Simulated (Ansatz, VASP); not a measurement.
**SnO2: VASP beside Ansatz**

File INCAR:

```
  PREC = Accurate
  ENCUT = 600
  EDIFF = 1E-6
  ISMEAR = -1
  SIGMA = 0.05
  LREAL = False
  LASPH = True
  NELM = 80
  ALGO = Normal
  ISIF = 3
  LWAVE = False
  LCHARG = False
  GGA = PE
  IVDW = 13
  IBRION = 2
  NSW = 60
  EDIFFG = -0.01
```

The input KPOINTS:

```
regular mesh
0
Gamma
  4 4 4
```

The input POSCAR:

```
SnO2
1.0
    5.1752560000      0.0000000000      0.0000000000
    0.0000000000      5.1752560000      0.0000000000
    0.0000000000      0.0000000000      5.1752560000
Sn O
4 8
Direct
    0.0000000000      0.0000000000      0.0000000000
    0.5000000000      0.0000000000      0.5000000000
    0.5000000000      0.5000000000      0.0000000000
    0.0000000000      0.5000000000      0.5000000000
    0.6610980000      0.8389020000      0.1610980000
    0.8389020000      0.1610980000      0.6610980000
    0.1610980000      0.6610980000      0.8389020000
    0.3389020000      0.3389020000      0.3389020000
    0.6610980000      0.6610980000      0.6610980000
    0.8389020000      0.3389020000      0.1610980000
    0.1610980000      0.8389020000      0.3389020000
    0.3389020000      0.1610980000      0.8389020000
```

The input input.yaml:

```yaml
crystal:
  lattice:
    - [5.175256, 0.0, 0.0]
    - [0.0, 5.175256, 0.0]
    - [0.0, 0.0, 5.175256]
  atoms:
    - { symbol: Sn, position: [0.0, 0.0, 0.0] }
    - { symbol: Sn, position: [0.5, 0.0, 0.5] }
    - { symbol: Sn, position: [0.5, 0.5, 0.0] }
    - { symbol: Sn, position: [0.0, 0.5, 0.5] }
    - { symbol: O, position: [0.661098, 0.838902, 0.161098] }
    - { symbol: O, position: [0.838902, 0.161098, 0.661098] }
    - { symbol: O, position: [0.161098, 0.661098, 0.838902] }
    - { symbol: O, position: [0.338902, 0.338902, 0.338902] }
    - { symbol: O, position: [0.661098, 0.661098, 0.661098] }
    - { symbol: O, position: [0.838902, 0.338902, 0.161098] }
    - { symbol: O, position: [0.161098, 0.838902, 0.338902] }
    - { symbol: O, position: [0.338902, 0.161098, 0.838902] }
hamiltonian:
  xc: pbe
  pseudopotentials: { kind: paw }
  dispersion: d4
kpoints:
  mp_grid: { grid: [4, 4, 4] }
scf:
  occupations: { method: fermi_dirac, width: 0.05 }
output:
  forces: true
  stress: true
  eigenvalues: true
relax:
  f_tol: 0.01
  max_steps: 40
  cell: { stress_tol: 0.05 }
```

Alike in both runs: task relaxation of cell and atoms; functional PBE; dispersion D4; k mesh 4 × 4 × 4; occupations fermi-dirac, width 0.05 eV; no spin polarisation.

|  | VASP | Ansatz |
| --- | --- | --- |
| version | VASP 6.6.1 | Ansatz 0.2.0 |
| potentials or method | VASP PAW PBE potentials, release 64 (Sn_d, O) | Ansatz PAW |
| plane-wave cutoff (eV) | 600 | 420 |
| valence electrons in the cell | 104 | 104 |

```tsv
	VASP	Ansatz	Ansatz less VASP
gap on the k mesh at the Fermi level, each at its own relaxed structure (eV)	0.76	0.79	+0.024
relaxed volume (Å³/atom)	11.31	11.30	-0.018
relaxed cell length with the largest relative difference (Å)	5.140	5.137	-0.0028
```

Noted on Ansatz's run: the plane-wave basis is chosen anew once the cell has moved, so the energies of steps on either side of that aren't comparable.
